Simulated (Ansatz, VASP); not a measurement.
## Two plane-wave programs on SiC2

```
Si C
1.0
     4.53289    0.00000    0.00000
     0.00000    4.53289    0.00000
     0.00000    0.00000    2.96684
Si C
2 4
Direct
  0.00000 0.00000 0.00000
  0.50000 0.50000 0.50000
  0.29393 0.29393 0.00000
  0.20607 0.79393 0.50000
  0.70607 0.70607 0.00000
  0.79393 0.20607 0.50000
```

Alike in both runs: functional PBE; k mesh 4 × 4 × 6; occupations gaussian, width 0.1 eV; no spin polarisation.

Ansatz relaxed the structure, and its values are those at the end. VASP's run is a single point on that final structure, the one shown.

|  | VASP | Ansatz |
| --- | --- | --- |
| version | VASP 6.6.1 | Ansatz 0.2.0 |
| potentials or method | VASP PAW PBE potentials, release 64 (Si, C), cutoff 520 eV | scalar-relativistic, plane waves, PAW |
| valence electrons in the cell | 24 | 24 |

```csv
,VASP,Ansatz,Ansatz less VASP
gap on the k mesh at the Fermi level (eV),none,none,-
pressure (GPa),-0.2,-0.2,+0.07
```

A gap of «none» marks a metal or a gap that the smearing closes.
